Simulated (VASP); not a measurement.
Here is a VASP 6.6.1 calculation.

The input INCAR:

```
  PREC = Accurate
  ENCUT = 520
  EDIFF = 1E-7
  ISMEAR = 0
  SIGMA = 0.01
  LREAL = F
  LASPH = T
  NELM = 100
  ALGO = Normal
  ISIF = 2
  LWAVE = F
  LCHARG = F
  GGA = PE
  NBANDS = 28
```

File KPOINTS:

```
regular mesh
0
Gamma
  6 6 4
```

POSCAR

```
PbS
1.0
    4.9970879594      0.0000000000      0.0000000000
   -2.4985439797      4.3276051178      0.0000000000
    0.0000000000      0.0000000000      5.9970707147
Pb S
2 2
Direct
    0.3333333333      0.6666666667      0.2500000000
    0.6666666667      0.3333333333      0.7500000000
    0.6666666667      0.3333333333      0.2500000000
    0.3333333333      0.6666666667      0.7500000000
```

Potentials or basis: VASP PAW PBE potentials, release 64 (Pb_d, S).

Command:

```sh
$ cat potpaw_PBE.64/Pb_d/POTCAR potpaw_PBE.64/S/POTCAR > POTCAR
$ mpirun -np 1 vasp_std > vasp.out
```

Problem. Predict the band gap on the k mesh.

Solution. 1.42 eV, direct.

Problem. Predict the pressure.

Solution. 0.7 GPa.

Stress tensor (GPa, compression positive):
```
0.68 0.00 0.00
0.00 0.68 0.00
0.00 0.00 0.83
```

Caveat: spin-orbit coupling is left out, which moves the levels of the heavy elements. A k mesh can miss the band edges.
